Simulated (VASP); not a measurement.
# La2O3 (P-3m1) in VASP: further runs, part 3 of 3

VASP 6.6.1. Earlier steps stand in the parts before.

### 6 Relaxation of cell and atoms, LDA

This run uses another cell than the first one, of 16.36 Å³/atom.

The input, INCAR:

```
PREC     = Accurate       # precision mode
ENCUT    = 600            # plane-wave cutoff, eV
EDIFF    = 1E-6           # SCF threshold, eV
ISMEAR   = -1             # smearing method
SIGMA    = 0.05           # smearing width, eV
LREAL    = False          # projectors in reciprocal space
LASPH    = True           # aspherical terms in the spheres
NELM     = 60             # most SCF steps
ALGO     = Normal         # electronic algorithm
ISIF     = 3              # what is computed and relaxed
LWAVE    = False          # write WAVECAR
LCHARG   = False          # write CHGCAR
GGA      = CA             # functional
IBRION   = 2              # ionic algorithm
NSW      = 80             # ionic steps
EDIFFG   = -0.01          # ionic threshold
```

The input, KPOINTS:

```
Automatic mesh
0
Gamma
  6 6 4
```

The input, POSCAR:

```
La2O3
1.0
    3.9307778780      0.0000000000      0.0000000000
   -1.9653889390      3.4041534990      0.0000000000
    0.0000000000      0.0000000000      6.1119535200
La O
2 3
Direct
    0.3333333333      0.6666666667      0.2462356800
    0.6666666667      0.3333333333      0.7537643200
    0.0000000000      0.0000000000      0.0000000000
    0.3333333333      0.6666666667      0.6458906500
    0.6666666667      0.3333333333      0.3541093500
```

Potentials or basis: VASP PAW LDA potentials, release 64 (La, O).

Started as:

```sh
> cat potpaw_LDA.64/La/POTCAR potpaw_LDA.64/O/POTCAR > POTCAR
> mpirun -np 1 vasp_std > vasp.out
```

OUTCAR:

```text
PREC = Accurate
   ENCUT = 600
   EDIFF = 1E-6
   ISMEAR = -1
   LREAL = False
   LASPH = True
   NELM = 60
   ISIF = 3
   GGA = CA
   IBRION = 2
   NSW = 80
   EDIFFG = -0.01

 ion  position               nearest neighbor table
   1  0.333  0.667  0.246-   5 2.36   5 2.36   5 2.36   4 2.44   3 2.72   3 2.72   3 2.72
   2  0.667  0.333  0.754-   4 2.36   4 2.36   4 2.36   5 2.44   3 2.72   3 2.72   3 2.72
   3  0.000  0.000  0.000-   1 2.72   2 2.72   2 2.72   1 2.72   2 2.72   1 2.72
   4  0.333  0.667  0.646-   2 2.36   2 2.36   2 2.36   1 2.44
   5  0.667  0.333  0.354-   1 2.36   1 2.36   1 2.36   2 2.44

  LATTYP: Found a hexagonal cell.
 ALAT       =     3.9307778780
 C/A-ratio  =     1.5548966921

  Lattice vectors:

 A1 = (   3.9307778780,   0.0000000000,   0.0000000000)
 A2 = (  -1.9653889390,   3.4041534990,   0.0000000000)
 A3 = (   0.0000000000,   0.0000000000,   6.1119535200)

Analysis of symmetry for initial positions (statically):
=====================================================================
 Subroutine PRICEL returns:
 Original cell was already a primitive cell.

 Routine SETGRP: Setting up the symmetry group for a
 hexagonal supercell.

 Subroutine GETGRP returns: Found 12 space group operations
 (whereof 12 operations were pure point group operations)
 out of a pool of 24 trial point group operations.

The static configuration has the point symmetry D_3d.

Analysis of symmetry for dynamics (positions and initial velocities):
=====================================================================
 Subroutine PRICEL returns:
 Original cell was already a primitive cell.

 Routine SETGRP: Setting up the symmetry group for a
 hexagonal supercell.

 Subroutine GETGRP returns: Found 12 space group operations
 (whereof 12 operations were pure point group operations)
 out of a pool of 24 trial point group operations.

The dynamic configuration has the point symmetry D_3d.

 Subroutine INISYM returns: Found 12 space group operations
 (whereof 12 operations are pure point group operations),
 and found     1 'primitive' translations

----------------------------------------------------------------------------------------

                                     Primitive cell

  volume of cell :      81.7839

  direct lattice vectors                    reciprocal lattice vectors
     3.930777878  0.000000000  0.000000000     0.254402571  0.146879393  0.000000000
    -1.965388939  3.404153499  0.000000000     0.000000000  0.293758786  0.000000000
     0.000000000  0.000000000  6.111953520     0.000000000  0.000000000  0.163613810

  length of vectors
     3.930777878  3.930777878  6.111953520     0.293758786  0.293758786  0.163613810

  position of ions in fractional coordinates (direct lattice)
     0.333333333  0.666666667  0.246235680
     0.666666667  0.333333333  0.753764320
     0.000000000  0.000000000  0.000000000
     0.333333333  0.666666667  0.645890650
     0.666666667  0.333333333  0.354109350

  ion indices of the primitive-cell ions
   primitive index   ion index
                 1           1
                 2           2
[... 24 lines left out ...]

 Subroutine IBZKPT returns following result:
 ===========================================

 Found     24 irreducible k-points:

 Following reciprocal coordinates:
            Coordinates               Weight
  0.000000  0.000000  0.000000      1.000000
  0.166667  0.000000  0.000000      6.000000
  0.333333  0.000000  0.000000      6.000000
  0.500000  0.000000  0.000000      3.000000
  0.166667  0.166667  0.000000      6.000000
  0.333333  0.166667  0.000000     12.000000
[... 16 lines left out ...]
  0.333333  0.166667  0.500000     12.000000
  0.333333  0.333333  0.500000      2.000000
   k-points           NKPTS =     24   k-points in BZ     NKDIM =     24   number of bands    NBANDS=     24
   number of dos      NEDOS =    301   number of ions     NIONS =      5
   total plane-waves  NPLWV =  51200
   dimension x,y,z NGX =    32 NGY =   32 NGZ =   50
   dimension x,y,z NGXF=    64 NGYF=   64 NGZF=  100
   ions per type =               2   3
   NGX,Y,Z   is equivalent  to a cutoff of  13.53, 13.53, 13.60 a.u.
   NGXF,Y,Z  is equivalent  to a cutoff of  27.07, 27.07, 27.20 a.u.
 SYSTEM =  unknown system
   PREC   = accura    normal or accurate (medium, high low for compatibility)
   ISTART =      0    job   : 0-new  1-cont  2-samecut
   ICHARG =      2    charge: 1-file 2-atom 10-const
   ISPIN  =      1    spin polarized calculation?
   LNONCOLLINEAR =      F non collinear calculations
   LSORBIT =      F    spin-orbit coupling
   LASPH  =      T    aspherical Exc in radial PAW
   ENCUT  =  600.0 eV  44.10 Ry    6.64 a.u.   7.85  7.85 12.21*2*pi/ulx,y,z
   NELM   =     60;   NELMIN=  2; NELMDL= -5     # of ELM steps
   EDIFF  = 0.1E-05   stopping-criterion for ELM
   LREAL  =      F    real-space projection
   EDIFFG = -.1E-01   stopping-criterion for IOM
   NSW    =     80    number of steps for IOM
   IBRION =      2    ionic relax: 0-MD 1-quasi-New 2-CG
   NFREE  =      1    steps in history (QN), initial steepest desc. (CG)
   ISIF   =      3    stress and relaxation
   ISYM   =      2    0-nonsym 1-usesym 2-fastsym
   POTIM  = 0.5000    time-step for ionic-motion
   TEBEG  =    0.0;   TEEND  =   0.0 temperature during run
   PSTRESS=    0.0 pullay stress
   NELECT =      40.0000    total number of electrons
   NUPDOWN=      -1.0000    fix difference up-down
   EMIN   =  10.00;   EMAX   =-10.00  energy-range for DOS
   EFERMI =   0.00;   METHOD = LEGACY
   ISMEAR =    -1;   SIGMA  =   0.05  broadening in eV -4-tet -1-fermi 0-gaus
   EFERMI_NEDOS =   21; number of points for ismear=-14 and -15
   IALGO  =     38    algorithm
   IMIX   =      4    mixing-type and parameters
     AMIX     =   0.40;   BMIX     =  1.00
     AMIX_MAG =   1.60;   BMIX_MAG =  1.00
  volume/ion in A,a.u.               =      16.36       110.38
  Fermi-wavevector in a.u.,A,eV,Ry     =   1.289849  2.437462 22.636161  1.663711
  Thomas-Fermi vector in A             =   2.421717
   LORBIT       =      0    0 simple, 1 ext, 2 COOP (PROOUT), +10 PAW based schemes
   GGA     = CA    functional components
   LHFCALC =     F    Hartree Fock is set to
   AEXX    =    0.0000 exact exchange contribution
   IVDW    =     0    specifies the selected vdW correction
   LEPSILON=     F    determine dielectric tensor
   LRPA    =     F    only Hartree local field effects (RPA)
 conjugate gradient relaxation of ions
 non-spin polarized calculation
  energy-cutoff  :      600.00
  volume of cell :       81.78
 maximum number of plane-waves:      2743
   NGX = 15   NGY = 15   NGZ = 25

--------------------------------------- Ionic step        1  -------------------------------------------

 number of electron      40.0000000 magnetization

 Free energy of the ion-electron system (eV)
  ---------------------------------------------------
  ext. energy  EPLUGINS =         0.00000000
  ---------------------------------------------------
  free energy    TOTEN  =       -45.82679962 eV

  energy without entropy =      -45.82679962  energy(sigma->0) =      -45.82679962

------------------------ aborting loop because EDIFF is reached ----------------------------------------

  FORCE on cell =-STRESS in cart. coord.  units (eV):
  Direction    XX          YY          ZZ          XY          YZ          ZX
  --------------------------------------------------------------------------------------
  -------------------------------------------------------------------------------------
  Total       -3.4147944     -3.4147944     -3.1218822      0.0000000     -0.0000000      0.0000000
  in kB      -66.8971261    -66.8971261    -61.1588641      0.0000000     -0.0000000      0.0000000
  external PRESSURE =     -64.9843721 kB  Pullay stress =       0.0000000 kB
[... 98 lines left out ...]
  FREE ENERGIE OF THE ION-ELECTRON SYSTEM (eV)
  ---------------------------------------------------
  free  energy   TOTEN  =       -45.9044657842 eV

  energy  without entropy=      -45.9044657842  energy(sigma->0) =      -45.90446578

[... ionic steps 4 to 9 ...]

--------------------------------------- Ionic step       10  -------------------------------------------

 number of electron      40.0000001 magnetization

------------------------ aborting loop because EDIFF is reached ----------------------------------------
[... 73 lines left out ...]
--------------------------------------- Ionic step       12  -------------------------------------------

 number of electron      40.0000001 magnetization

 Free energy of the ion-electron system (eV)
  ---------------------------------------------------
  ext. energy  EPLUGINS =         0.00000000
  ---------------------------------------------------
  free energy    TOTEN  =       -45.91233756 eV

  energy without entropy =      -45.91233756  energy(sigma->0) =      -45.91233756

 E-fermi :   7.3217     XC(G=0): -11.1959

 val. band max:        6.2217668428   @ k =   0.5000   0.0000   0.5000
 cond. band min:       9.9579951393   @ k =   0.3333   0.3333   0.0000
 fundamental gap:      3.7362282965
 Fermi energy:         7.3217359895

 k-point     1 :       0.0000    0.0000    0.0000
  band No.  band energies     occupation
      1     -23.2883      2.00000
      2     -22.9532      2.00000
      3     -10.7071      2.00000
      4      -9.2585      2.00000
      5      -8.8382      2.00000
      6      -6.7848      2.00000
[... 669 lines left out ...]
  FREE ENERGIE OF THE ION-ELECTRON SYSTEM (eV)
  ---------------------------------------------------
  free  energy   TOTEN  =       -45.9123375616 eV

  energy  without entropy=      -45.9123375615  energy(sigma->0) =      -45.91233756

 reached required accuracy - stopping structural energy minimisation
```

Run time: 4.4 min. Hardware: 1 thread of AMD EPYC 9R45 (Zen 5), shared host; peak memory 0.19 GiB.

What came out:

```yaml
Free_energy: -45.9123 eV
Relaxed_volume: 15.51 Å³/atom
Relaxed_cell: a = 3.881 Å, b = 3.881 Å, c = 5.943 Å, α = 90.00°, β = 90.00°, γ = 120.00°
Space_group_after_relaxing_to_0.1_Å: P-3m1 (No. 164)
Energy_gained_by_relaxing: 17.1 meV/atom
Ionic_steps: 12
Pressure_after_relaxing: 0.0 GPa
Largest_force_after_relaxing: 0.005 eV/Å
Band_gap_on_the_k_mesh: 3.74 eV (least direct gap 3.80 eV)
```

Forces on the atoms (eV/Å):
```
La   0.000  0.000  0.003
La   0.000  0.000 -0.003
O    0.000  0.000  0.000
O    0.000  0.000  0.005
O    0.000  0.000 -0.005
```

The path:
| step | energy change (eV) | largest force (eV/Å) | pressure (GPa) | volume (Å³) |
| --- | --- | --- | --- | --- |
| 1 | 0.0000 | 0.1616 | -6.50 | 81.78 |
| 2 | 0.0316 | 0.8522 | 8.90 | 74.18 |
| 3 | -0.0777 | 0.2706 | -0.20 | 78.18 |
| 4 | -0.0777 | 0.2800 | -0.06 | 78.11 |
| 5 | -0.0834 | 0.0457 | 0.04 | 77.78 |
| 6 | -0.0837 | 0.0440 | 0.08 | 77.67 |
| 7 | -0.0847 | 0.0492 | -0.10 | 77.70 |
| 8 | -0.0850 | 0.0537 | -0.23 | 77.73 |
| 9 | -0.0852 | 0.0518 | 0.28 | 77.46 |
| 10 | -0.0853 | 0.0367 | 0.11 | 77.54 |
| 11 | -0.0855 | 0.0119 | 0.04 | 77.54 |
| 12 | -0.0855 | 0.0045 | 0.02 | 77.55 |

Final structure:
```
CELL_PARAMETERS angstrom
3.88149 0.00000 0.00000
-1.94074 3.36147 0.00000
0.00000 0.00000 5.94335
ATOMIC_POSITIONS crystal
La 0.33333 0.66667 0.24374
La 0.66667 0.33333 0.75626
O 0.00000 0.00000 0.00000
O 0.33333 0.66667 0.64665
O 0.66667 0.33333 0.35335
```

Caveat: spin-orbit coupling is left out, which moves the levels of the heavy elements. A k mesh can miss the band edges.

### 7 The runs side by side

| task | level | potentials or basis | cell | cutoff (eV) | gap on the mesh (eV) | pressure (GPa) | relaxed volume (Å³/atom) | largest force (eV/Å) |
| --- | --- | --- | --- | --- | --- | --- | --- | --- |
| single point | PBEsol | VASP PAW PBE potentials, release 64 (La, O) | a = 3.906, b = 3.906, c = 6.041 Å, angles 90.0, 90.0, 120.0°, 5 atoms, atomic positions A | 520 | 3.78 | -0.2 | - | 0.01 |
| single point | PBE | VASP PAW PBE potentials, release 64 (La, O) | a = 3.940, b = 3.940, c = 6.189 Å, angles 90.0, 90.0, 120.0°, 5 atoms, atomic positions B | 520 | 3.85 | -0.3 | - | 0.01 |
| relaxation of cell and atoms | PBE | VASP PAW PBE potentials, release 64 (La, O) | relaxed from a = 3.931, b = 3.931, c = 6.112 Å, angles 90.0, 90.0, 120.0°, 5 atoms, atomic positions C | 600 | 3.86 | 0.0 | 16.59 | 0.01 |
| relaxation of cell and atoms | PBEsol | VASP PAW PBE potentials, release 64 (La, O) | relaxed from a = 3.931, b = 3.931, c = 6.112 Å, angles 90.0, 90.0, 120.0°, 5 atoms, atomic positions C | 600 | 3.78 | 0.0 | 15.93 | 0.01 |
| relaxation of cell and atoms | LDA | VASP PAW LDA potentials, release 64 (La, O) | relaxed from a = 3.931, b = 3.931, c = 6.112 Å, angles 90.0, 90.0, 120.0°, 5 atoms, atomic positions C | 600 | 3.74 | 0.0 | 15.51 | - |

Alike in all rows: no spin polarisation; k mesh 6 × 6 × 4; smearing fermi-dirac 0.05 eV.

Caveats: spin-orbit coupling is left out, which moves the levels of the heavy elements; the PAW data sets were made with another functional, which shifts forces and pressure a little (at least some runs).

Total energies depend on the potentials used, so only differences within one code and one set of settings carry meaning.
